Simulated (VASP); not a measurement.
Ta:

```
Ta
1.0
    -1.65290    1.65290    1.65290
     1.65290   -1.65290    1.65290
     1.65290    1.65290   -1.65290
Ta
1
Direct
  0.00000 0.00000 0.00000
```

* Program: VASP 6.6.1
* Task: relaxation of cell and atoms
* Functional: BLYP
* Potentials or basis: VASP PAW PBE potentials, release 64 (Ta_sv_GW)
* Cutoff: 500 eV
* k mesh: 13 × 13 × 13
* Occupations: fermi-dirac, width 0.1 eV
* Spin: no spin polarisation

At the start: pressure 8.3 GPa; volume 18.06 Å³/atom.

Task: Where does the relaxation end?

Result: Over 4 steps the energy falls by 19.3 meV/atom and the volume is 18.83 Å³/atom (+4.2 %); space group Im-3m (No. 229, to 0.1 Å) before and after.

The path:
| step | energy change (eV) | largest force (eV/Å) | pressure (GPa) | volume (Å³) |
| --- | --- | --- | --- | --- |
| 1 | 0.0000 | 0.0000 | 8.34 | 18.06 |
| 2 | 0.0674 | 0.0000 | -14.28 | 20.63 |
| 3 | -0.0193 | 0.0000 | -0.24 | 18.85 |
| 4 | -0.0193 | 0.0000 | -0.01 | 18.83 |

Final structure:
```
Ta
1.0
    -1.67594    1.67594    1.67594
     1.67594   -1.67594    1.67594
     1.67594    1.67594   -1.67594
Ta
1
Direct
  0.00000 0.00000 0.00000
```

Caveat: the PAW data sets were made with another functional, which shifts forces and pressure a little.
